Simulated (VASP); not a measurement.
# Si8HO16 (a cell with a defect) in VASP: further runs

Si8HO16 (a cell with a defect) is run at these levels: PBE; tasks: single point.

Program: VASP 6.6.1. These are calculated values, not measurements. Logs are shortened: lines on timing, memory, paths and dates and some standing lists are left out, and cuts for length are marked.

## (1) The cell of the first run

The cell holds a defect, 25 atoms: a = 7.108 Å, b = 7.108 Å, c = 7.372 Å, α = 90.00°, β = 90.00°, γ = 90.00°.

## (2) Single point, PBE

Input file INCAR:

```
ALGO = Normal
EDIFF = 1E-6
ENCUT = 520
GGA = PE
ISIF = 2
ISMEAR = 0
LASPH = T
LCHARG = F
LREAL = Auto
LWAVE = F
NBANDS = 82
NELECT = 130.0
NELM = 80
PREC = Accurate
SIGMA = 0.02
```

Input file KPOINTS:

```
Automatic mesh
0
Gamma
  2 2 2
  0.5 0.5 0.5
```

Input file POSCAR:

```
Si8HO16
1.0
    5.0262973466     -5.0262973466      0.0000000000
   -5.0262973466     -5.0262973466      0.0000000000
    0.0000000000      0.0000000000     -7.3717411790
Si O H
8 16 1
Direct
   -0.0049073897      0.4889730612      0.4827654571
    0.5087463641      0.5315605735     -0.0451974631
    0.4787533116      0.9778833525      0.5201851105
   -0.0013562668      1.0320597136      0.0063837021
    0.7079176289      0.2490464478      0.2493660528
    0.2556474302      0.2565387424      0.7538978737
    0.2441552728      0.7526878613      0.2368471651
    0.7833052302      0.7598082120      0.7609531946
    0.8768552069      0.3219853280      0.3855625057
    0.4440350115      0.3242876192      0.8556709801
    0.3918783280      0.8087601508      0.3976593764
    0.9561834823      0.8875960160      0.8401456114
    0.8066494520      0.0989119755      0.1076316952
    0.3061941811      0.0676971489      0.6371379415
    0.3447501969      0.6451239902      0.0747009406
    0.8552899289      0.6178686389      0.6030070633
    0.5943514269      0.4100342375      0.1481591626
    0.1610717481      0.4052843196      0.6112745809
    0.1400448385      0.9416388792      0.1577756153
    0.6404345541      0.9067029238      0.6598432964
    0.5651489166      0.1325018108      0.3821356355
    0.0980688101      0.2126652934      0.9103222478
    0.0834441282      0.6185034003      0.3242904142
    0.7204234549      0.6400690763      0.9376613791
    0.4478380097      0.6319098893      0.7790588221
```

Potentials or basis: VASP PAW PBE potentials, release 64 (Si, O, H).

On the command line:

```console
$ cat potpaw_PBE.64/Si/POTCAR potpaw_PBE.64/O/POTCAR potpaw_PBE.64/H/POTCAR > POTCAR
$ mpirun -np 1 vasp_std > vasp.out
```

OUTCAR:

```text
EDIFF = 1E-6
   ENCUT = 520
   GGA = PE
   ISIF = 2
   ISMEAR = 0
   LASPH = T
   LREAL = Auto
   NELECT = 130.0
   NELM = 80
   PREC = Accurate

 ion  position               nearest neighbor table
   1  0.995  0.489  0.483-  23 1.61  16 1.62   9 1.62  18 1.63
   2  0.509  0.532  0.955-  25 1.54  15 1.67  24 1.70  10 1.71  17 1.77   8 2.91   6 3.04
   3  0.479  0.978  0.520-  21 1.62  20 1.62  11 1.63  14 1.63   6 3.07   7 3.12
   4  0.999  0.032  0.006-  13 1.63  12 1.63  22 1.63  19 1.63   6 3.06   8 3.06   5 3.14   7 3.14

   5  0.708  0.249  0.249-  17 1.59  21 1.64   9 1.65  13 1.65   4 3.14
   6  0.256  0.257  0.754-  10 1.61  14 1.63  18 1.64  22 1.64   2 3.04   4 3.06   3 3.07
   7  0.244  0.753  0.237-  15 1.59  23 1.62  11 1.63  19 1.64   3 3.12   4 3.14
   8  0.783  0.760  0.761-  24 1.62  16 1.62  12 1.64  20 1.64   2 2.91   4 3.06
   9  0.877  0.322  0.386-   1 1.62   5 1.65
  10  0.444  0.324  0.856-   6 1.61   2 1.71
  11  0.392  0.809  0.398-   3 1.63   7 1.63
  12  0.956  0.888  0.840-   4 1.63   8 1.64
  13  0.807  0.099  0.108-   4 1.63   5 1.65
  14  0.306  0.068  0.637-   3 1.63   6 1.63
[... 8 lines left out ...]
  23  0.083  0.619  0.324-   1 1.61   7 1.62
  24  0.720  0.640  0.938-   8 1.62   2 1.70
  25  0.448  0.632  0.779-   2 1.54

  LATTYP: Found a simple tetragonal cell.
 ALAT       =     7.1082578761
 C/A-ratio  =     1.0370672122

  Lattice vectors:

 A1 = (   5.0262973466,  -5.0262973466,   0.0000000000)
 A2 = (  -5.0262973466,  -5.0262973466,   0.0000000000)
 A3 = (   0.0000000000,   0.0000000000,  -7.3717411790)

Analysis of symmetry for initial positions (statically):
=====================================================================
 Subroutine PRICEL returns:
 Original cell was already a primitive cell.

 Routine SETGRP: Setting up the symmetry group for a
 simple tetragonal supercell.

 Subroutine GETGRP returns: Found  1 space group operations
 (whereof  1 operations were pure point group operations)
 out of a pool of 16 trial point group operations.

The static configuration has the point symmetry C_1 .

Analysis of symmetry for dynamics (positions and initial velocities):
=====================================================================
 Subroutine PRICEL returns:
 Original cell was already a primitive cell.

 Routine SETGRP: Setting up the symmetry group for a
 simple tetragonal supercell.

 Subroutine GETGRP returns: Found  1 space group operations
 (whereof  1 operations were pure point group operations)
 out of a pool of 16 trial point group operations.

The dynamic configuration has the point symmetry C_1 .

 Subroutine INISYM returns: Found  1 space group operations
 (whereof  1 operations are pure point group operations),
 and found     1 'primitive' translations

----------------------------------------------------------------------------------------

                                     Primitive cell

  volume of cell :     372.4744

  direct lattice vectors                    reciprocal lattice vectors
     5.026297347 -5.026297347  0.000000000     0.099476805 -0.099476805  0.000000000
    -5.026297347 -5.026297347  0.000000000    -0.099476805 -0.099476805  0.000000000
     0.000000000  0.000000000 -7.371741179     0.000000000  0.000000000 -0.135653162

  length of vectors
     7.108257876  7.108257876  7.371741179     0.140681446  0.140681446  0.135653162

  position of ions in fractional coordinates (direct lattice)
     0.995092610  0.488973061  0.482765457
     0.508746364  0.531560574  0.954802537
     0.478753312  0.977883353  0.520185111
     0.998643733  0.032059714  0.006383702
     0.707917629  0.249046448  0.249366053
     0.255647430  0.256538742  0.753897874
[... 17 lines left out ...]
     0.720423455  0.640069076  0.937661379
     0.447838010  0.631909889  0.779058822

  ion indices of the primitive-cell ions
   primitive index   ion index
                 1           1
                 2           2
                 3           3
                 4           4
                 5           5
                 6           6
[... 17 lines left out ...]
                24          24
                25          25

----------------------------------------------------------------------------------------

 KPOINTS: Automatic mesh

Automatic generation of k-mesh.
 Grid dimensions read from file:
 generate k-points for:    2    2    2

 Generating k-lattice:

  Cartesian coordinates                     Fractional coordinates (reciprocal lattice)
     0.049738402 -0.049738402  0.000000000     0.500000000  0.000000000  0.000000000
    -0.049738402 -0.049738402  0.000000000     0.000000000  0.500000000  0.000000000
     0.000000000  0.000000000 -0.067826581     0.000000000  0.000000000  0.500000000

  Length of vectors
     0.070340723  0.070340723  0.067826581

  Shift w.r.t. Gamma in fractional coordinates (k-lattice)
     0.500000000  0.500000000  0.500000000

 Subroutine IBZKPT returns following result:
 ===========================================

 Found      4 irreducible k-points:

 Following reciprocal coordinates:
            Coordinates               Weight
  0.250000  0.250000  0.250000      2.000000
 -0.250000  0.250000  0.250000      2.000000
 -0.250000 -0.250000  0.250000      2.000000
  0.250000 -0.250000  0.250000      2.000000
   k-points           NKPTS =      4   k-points in BZ     NKDIM =      4   number of bands    NBANDS=     82
   number of dos      NEDOS =    301   number of ions     NIONS =     25
   total plane-waves  NPLWV = 163296
   dimension x,y,z NGX =    54 NGY =   54 NGZ =   56
   dimension x,y,z NGXF=   108 NGYF=  108 NGZF=  112
   ions per type =               8  16   1
   NGX,Y,Z   is equivalent  to a cutoff of  12.63, 12.63, 12.63 a.u.
   NGXF,Y,Z  is equivalent  to a cutoff of  25.26, 25.26, 25.26 a.u.
 SYSTEM =  unknown system
   PREC   = accura    normal or accurate (medium, high low for compatibility)
   ISTART =      0    job   : 0-new  1-cont  2-samecut
   ICHARG =      2    charge: 1-file 2-atom 10-const
   ISPIN  =      1    spin polarized calculation?
   LNONCOLLINEAR =      F non collinear calculations
   LSORBIT =      F    spin-orbit coupling
   LASPH  =      T    aspherical Exc in radial PAW
   ENCUT  =  520.0 eV  38.22 Ry    6.18 a.u.  13.22 13.22 13.71*2*pi/ulx,y,z
   NELM   =     80;   NELMIN=  2; NELMDL= -5     # of ELM steps
   EDIFF  = 0.1E-05   stopping-criterion for ELM
   LREAL  =      T    real-space projection
   EDIFFG = 0.1E-04   stopping-criterion for IOM
   NSW    =      0    number of steps for IOM
   IBRION =     -1    ionic relax: 0-MD 1-quasi-New 2-CG
   NFREE  =      0    steps in history (QN), initial steepest desc. (CG)
   ISIF   =      2    stress and relaxation
   ISYM   =      2    0-nonsym 1-usesym 2-fastsym
   POTIM  = 0.5000    time-step for ionic-motion
   TEBEG  =    0.0;   TEEND  =   0.0 temperature during run
   PSTRESS=    0.0 pullay stress
   NELECT =     130.0000    total number of electrons
   NUPDOWN=      -1.0000    fix difference up-down
   EMIN   =  10.00;   EMAX   =-10.00  energy-range for DOS
   EFERMI =   0.00;   METHOD = LEGACY
   ISMEAR =     0;   SIGMA  =   0.02  broadening in eV -4-tet -1-fermi 0-gaus
   EFERMI_NEDOS =   21; number of points for ismear=-14 and -15
   IALGO  =     38    algorithm
   IMIX   =      4    mixing-type and parameters
     AMIX     =   0.40;   BMIX     =  1.00
     AMIX_MAG =   1.60;   BMIX_MAG =  1.00
  volume/ion in A,a.u.               =      14.90       100.54
  Fermi-wavevector in a.u.,A,eV,Ry     =   1.152631  2.178158 18.076147  1.328559
  Thomas-Fermi vector in A             =   2.289281
   LORBIT       =      0    0 simple, 1 ext, 2 COOP (PROOUT), +10 PAW based schemes
   GGA     = PE    functional components
   LHFCALC =     F    Hartree Fock is set to
   AEXX    =    0.0000 exact exchange contribution
   IVDW    =     0    specifies the selected vdW correction
   LEPSILON=     F    determine dielectric tensor
   LRPA    =     F    only Hartree local field effects (RPA)
 non-spin polarized calculation
 Gauss-broadening in eV      SIGMA  =   0.02
  energy-cutoff  :      520.00
  volume of cell :      372.47
 maximum number of plane-waves:     10023
 NGX is ok and might be reduce to    54
   NGX = 27   NGY = 27   NGZ = 27

 number of electron     129.9999997 magnetization

 Free energy of the ion-electron system (eV)
  ---------------------------------------------------
  ext. energy  EPLUGINS =         0.00000000
  ---------------------------------------------------
  free energy    TOTEN  =      -188.43998385 eV

  energy without entropy =     -188.43998385  energy(sigma->0) =     -188.43998385

 E-fermi :   1.4014     XC(G=0):  -8.1579

 val. band max:        1.2424784353   @ k =   0.2500   0.2500   0.2500
 cond. band min:       6.0367501770   @ k =  -0.2500  -0.2500   0.2500
 fundamental gap:      4.7942717418
 Fermi energy:         1.4014275855

 k-point     1 :       0.2500    0.2500    0.2500
  band No.  band energies     occupation
      1     -19.5169      2.00000
      2     -19.1890      2.00000
      3     -19.1569      2.00000
      4     -18.8575      2.00000
      5     -18.4734      2.00000
      6     -18.3930      2.00000
[... 69 lines left out ...]
     76       8.9368      0.00000
     77       9.0217      0.00000

 k-point     2 :      -0.2500    0.2500    0.2500
  band No.  band energies     occupation
      1     -19.5161      2.00000
      2     -19.1908      2.00000
      3     -19.1556      2.00000
      4     -18.8645      2.00000
      5     -18.4504      2.00000
      6     -18.4022      2.00000
[... 69 lines left out ...]
     76       8.9757      0.00000
     77       9.0478      0.00000

 k-point     3 :      -0.2500   -0.2500    0.2500
  band No.  band energies     occupation
      1     -19.5134      2.00000
      2     -19.2077      2.00000
      3     -19.1453      2.00000
      4     -18.8556      2.00000
      5     -18.4661      2.00000
      6     -18.3932      2.00000
[... 69 lines left out ...]
     76       8.9946      0.00000
     77       9.1623      0.00000

 k-point     4 :       0.2500   -0.2500    0.2500
  band No.  band energies     occupation
      1     -19.5080      2.00000
      2     -19.2081      2.00000
      3     -19.1820      2.00000
      4     -18.7761      2.00000
      5     -18.4783      2.00000
      6     -18.4481      2.00000
[... 69 lines left out ...]
     76       8.8832      0.00000
     77       9.1212      0.00000
 [bands above 77 left out]

------------------------ aborting loop because EDIFF is reached ----------------------------------------

  FORCE on cell =-STRESS in cart. coord.  units (eV):
  Direction    XX          YY          ZZ          XY          YZ          ZX
  --------------------------------------------------------------------------------------
  -------------------------------------------------------------------------------------
  Total        6.2905371     13.1027975      3.4571822      0.8229433     -2.0276516      3.3718247
  in kB       27.0583854     56.3609341     14.8708713      3.5398436     -8.7218273     14.5037111
  external PRESSURE =      32.7633969 kB  Pullay stress =       0.0000000 kB

 VOLUME and BASIS-vectors are now :
 -----------------------------------------------------------------------------
  energy-cutoff  :      520.00
  volume of cell :      372.47
      direct lattice vectors                 reciprocal lattice vectors
     5.026297347 -5.026297347  0.000000000     0.099476805 -0.099476805  0.000000000
    -5.026297347 -5.026297347  0.000000000    -0.099476805 -0.099476805  0.000000000
     0.000000000  0.000000000 -7.371741179     0.000000000  0.000000000 -0.135653162

 POSITION                                       TOTAL-FORCE (eV/Angst)
 -----------------------------------------------------------------------------------
      2.54391     -7.45936     -3.55882        -0.001380      0.004994      0.001521
     -0.11467     -5.22889     -7.03856        -0.030899      0.034828      0.016990
     -2.50878     -7.32149     -3.83467         0.010090      0.001213     -0.003173
      4.85834     -5.18062     -0.04706         0.000386     -0.026958     -0.025405
      2.30642     -4.80999     -1.83826         0.021549      0.015058     -0.016025
     -0.00448     -2.57440     -5.55754        -0.012152      0.023492      0.021798
[... 17 lines left out ...]
      0.40388     -6.83824     -6.91220        -0.044659      0.012382     -0.005272
     -0.92520     -5.42713     -5.74302        -0.065051      0.110295     -0.037484
 -----------------------------------------------------------------------------------
    total drift:                                0.008300     -0.002683      0.000873

  FREE ENERGIE OF THE ION-ELECTRON SYSTEM (eV)
  ---------------------------------------------------
  free  energy   TOTEN  =      -188.4399838455 eV

  energy  without entropy=     -188.4399838455  energy(sigma->0) =     -188.43998385
```

Run time: 2.3 min. Hardware: 1 thread of AMD EPYC 9R45 (Zen 5), shared host; peak memory 0.38 GiB.

Results:

```
Free energy   : -188.4400 eV
Largest force : 0.133 eV/Å
```

Forces in eV/Å, atoms in the order of the input:
```
Si  -0.001  0.005  0.002
Si  -0.031  0.035  0.017
Si   0.010  0.001 -0.003
Si   0.000 -0.027 -0.025
Si   0.022  0.015 -0.016
Si  -0.012  0.023  0.022
Si  -0.008  0.008 -0.018
Si   0.010 -0.086  0.045
O   -0.010  0.012  0.013
O    0.056 -0.010 -0.020
O    0.010 -0.004  0.014
O    0.024 -0.040 -0.002
O    0.004 -0.001 -0.020
O    0.000  0.015  0.006
O    0.035  0.033  0.002
O    0.012 -0.017 -0.018
O   -0.038 -0.030  0.081
O    0.020  0.008  0.001
O    0.007 -0.027 -0.006
O    0.024  0.019 -0.011
O    0.012 -0.019 -0.010
O   -0.011 -0.022  0.009
O   -0.024 -0.015 -0.017
O   -0.045  0.012 -0.005
H   -0.065  0.110 -0.037
```

Caveat: the cell carries a net charge on a neutralising background, which shifts energy and pressure; the cell is charged against a uniform background, so pressure and absolute levels hang on convention.

## (3) Single point, PBE

Input file INCAR:

```
  PREC = Accurate
  ENCUT = 520
  EDIFF = 1E-6
  ISMEAR = 0
  SIGMA = 0.02
  LREAL = Auto
  LASPH = T
  NELM = 100
  ALGO = Normal
  ISIF = 2
  LWAVE = F
  LCHARG = F
  GGA = PE
  NELECT = 130.0
  NBANDS = 82
```

KPOINTS is that of step 2.

Input file POSCAR:

```
Si8HO16
1.0
    5.0262973466     -5.0262973466      0.0000000000
   -5.0262973466     -5.0262973466      0.0000000000
    0.0000000000      0.0000000000     -7.3717411790
Si O H
8 16 1
Direct
   -0.0085895237      0.4926641480      0.4802646911
    0.5293856126      0.5290356532     -0.0221559596
    0.4745866262      0.9818707808      0.5196203864
   -0.0132545879      1.0248003938     -0.0028352867
    0.7079332468      0.2453551621      0.2540839341
    0.2507227315      0.2661840133      0.7560524528
    0.2432183008      0.7538560174      0.2299528644
    0.7478902939      0.7427841496      0.7611869250
    0.8765259387      0.3195714239      0.3868976041
    0.4337425444      0.3574173743      0.8534401639
    0.3793562872      0.8135042991      0.3995856513
    0.9286875961      0.8815799573      0.8383589236
    0.8008610956      0.1057985557      0.1024770107
    0.3099010848      0.0791395679      0.6416801520
    0.3634279618      0.6700347727      0.0605497384
    0.8475551099      0.6198720022      0.5958812027
    0.5803481766      0.4072304838      0.1663749405
    0.1559673943      0.4133642235      0.6137065708
    0.1271035030      0.9343555855      0.1514686928
    0.6444058671      0.9220591581      0.6516271914
    0.5577747011      0.1303626616      0.3756237411
    0.0974097763      0.2057768231      0.9095396647
    0.0919664055      0.6049273034      0.3134045192
    0.7452899703      0.6165385345      0.9556704215
    0.5261849464      0.6514829454      0.7575438237
```

Potentials or basis: VASP PAW PBE potentials, release 64 (Si, O, H).

On the command line:

```console
$ cat potpaw_PBE.64/Si/POTCAR potpaw_PBE.64/O/POTCAR potpaw_PBE.64/H/POTCAR > POTCAR
$ mpirun -np 1 vasp_std > vasp.out
```

It took 2.3 min on 1 thread of AMD EPYC 9R45 (Zen 5), shared host; peak memory 0.38 GiB.

The run converged. Its results:

| Quantity | Value |
| --- | --- |
| Free energy | -188.1450 eV |
| Largest force | 0.068 eV/Å |

Forces on the atoms (eV/Å):
```
Si   0.036 -0.001  0.010
Si  -0.025  0.049 -0.025
Si  -0.003  0.039  0.008
Si  -0.021 -0.024 -0.024
Si   0.003  0.026 -0.022
Si   0.002  0.000  0.006
Si  -0.009  0.003 -0.005
Si   0.031 -0.046  0.040
O   -0.005  0.005  0.005
O    0.007 -0.024 -0.009
O   -0.008 -0.005  0.013
O    0.013  0.034  0.021
O    0.000 -0.003 -0.005
O   -0.011 -0.005  0.010
O    0.023 -0.001  0.007
O   -0.043 -0.003  0.013
O   -0.021 -0.014  0.028
O   -0.023  0.011 -0.025
O   -0.004  0.003  0.010
O    0.013 -0.006 -0.049
O    0.027 -0.014 -0.004
O    0.003  0.003  0.001
O    0.008 -0.002 -0.002
O    0.015 -0.020 -0.014
H   -0.007 -0.005  0.011
```

Levels at points of the mesh, in eV from the Fermi level:
| k point | band 62 | band 63 | band 64 | band 65 | band 66 | band 67 | band 68 | band 69 |
| --- | --- | --- | --- | --- | --- | --- | --- | --- |
| (0.25, 0.25, 0.25) | -1.64 | -1.53 | -1.40 | -0.19 | 4.99 | 5.87 | 6.26 | 6.57 |

Caveat: the cell carries a net charge on a neutralising background, which shifts energy and pressure; the cell is charged against a uniform background, so pressure and absolute levels hang on convention.
